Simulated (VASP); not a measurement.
Runs of VASP 6.6.1 on Sb. The structure is that of space group Im-3m (No. 229), or close to it. The cells are those of the table. 

```csv
task,cell,k mesh,cutoff (eV),gap on the mesh (eV),pressure (GPa),relaxed volume (Å³/atom)
single point,"a = 3.236 Å, angles 109.5°, 1 atom",10 × 10 × 10,520,none,0.3,-
relaxation of cell and atoms,"relaxed from a = 3.236 Å, angles 109.5°, 1 atom",16 × 16 × 16,600,none,0.0,25.93
single point,"a = 3.230 Å, angles 109.5°, 1 atom",16 × 16 × 16,520,none,0.0,-
single point,"a = 2.474 Å, angles 109.5°, 1 atom",8 × 8 × 8,520,none,(a),-
relaxation of cell and atoms,"relaxed from a = 2.474 Å, angles 109.5°, 1 atom",10 × 10 × 10,600,none,-0.2,26.29
```

Alike in all rows: level PBEsol; potentials or basis VASP PAW PBE potentials, release 64 (Sb); no spin polarisation; smearing gaussian 0.1 eV.

Task: Fill in the values left out.

Result: (a) 362.7.

Caveats: some runs use coarse meshes; the PAW data sets were made with another functional, which shifts forces and pressure a little; spin-orbit coupling is left out, which moves the levels of the heavy elements; the volume moved by over 15 % at a fixed basis, so the end points are rough (some runs).

A k mesh can miss the band edges, and the runs leave out spin-orbit coupling on Sb.

A gap of «none» marks levels without a gap at the run's occupations.
